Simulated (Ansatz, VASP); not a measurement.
**Two plane-wave programs on Zn**

```xyz
2
Lattice="2.6248 0.0000 0.0000 -1.3124 2.2732 0.0000 0.0000 0.0000 4.7983" Properties=species:S:1:pos:R:3 pbc="T T T"
Zn    0.0000    1.5154    1.1996
Zn    1.3124    0.7577    3.5987
```

Change from the starting cell: strain -0.015 along x and y, -0.030 along z, atoms carried along.

Alike in both runs: task single point; functional PBEsol; k mesh 24 × 24 × 10; occupations gaussian, width 0.15 eV; no spin polarisation.

|  | VASP | Ansatz |
| --- | --- | --- |
| version | VASP 6.6.1 | Ansatz 0.2.0 |
| potentials or method | VASP PAW PBE potentials, release 64 (Zn), cutoff 520 eV | scalar-relativistic, plane waves, PAW |
| valence electrons in the cell | 24 | 24 |

Ansatz gave:

- gap on the k mesh at the Fermi level (eV): none
- pressure (GPa): -1.1
- traceless stress, the component that is largest in VASP (GPa): 1.14

**Question.** Which values does VASP return?

**Answer.** gap on the k mesh at the Fermi level (eV): none; pressure (GPa): -0.2; traceless stress, the component that is largest in VASP (GPa): 1.02.

VASP's potentials were made for PBE, not for PBEsol. A gap of «none» marks a metal or a gap that the smearing closes.
